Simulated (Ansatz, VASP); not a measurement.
# Two plane-wave programs on PtS2

```xyz
3
Lattice="1.7377 0.9724 5.5230 -1.7912 1.0650 5.5230 0.0535 -2.0374 5.5230" Properties=species:S:1:pos:R:3 pbc="T T T"
Pt    0.0000    0.0000    0.0000
S    -0.0346   -0.0002    4.2786
S     0.0346    0.0002   12.2905
```

Change from the starting cell: shear_xy strain -5.2%.

Alike in both runs: task single point; functional r2SCAN; k mesh 8 × 8 × 8; no spin polarisation.

```csv
,VASP,Ansatz
version,VASP 6.6.1,Ansatz 0.2.0
potentials or method,"VASP PAW PBE potentials, release 64 (Pt, S)","plane waves, PAW"
plane-wave cutoff (eV),520,500
occupations,"gaussian, width 0.01 eV",fixed
valence electrons in the cell,22,30
```

VASP gave:

| Quantity | Value |
| --- | --- |
| gap on the k mesh at the Fermi level (eV) | 0.96 |
| pressure (GPa) | 1.1 |
| traceless stress, the component that is largest in VASP (GPa) | 3.22 |
| rms of the force components (eV/Å) | 0.023 |

Q: Which values does Ansatz return?

A: gap on the k mesh at the Fermi level (eV): 0.97; pressure (GPa): 1.1; traceless stress, the component that is largest in VASP (GPa): 3.23; rms of the force components (eV/Å): 0.021.

VASP's potentials were made for PBE, not for r2SCAN. Atom by atom the forces differ by 0.002 eV/Å (rms over components). VASP's potentials hold 22 valence electrons a cell and Ansatz's 30, so a difference there can come from the potentials and not from the codes.

Spin-orbit coupling is off throughout.
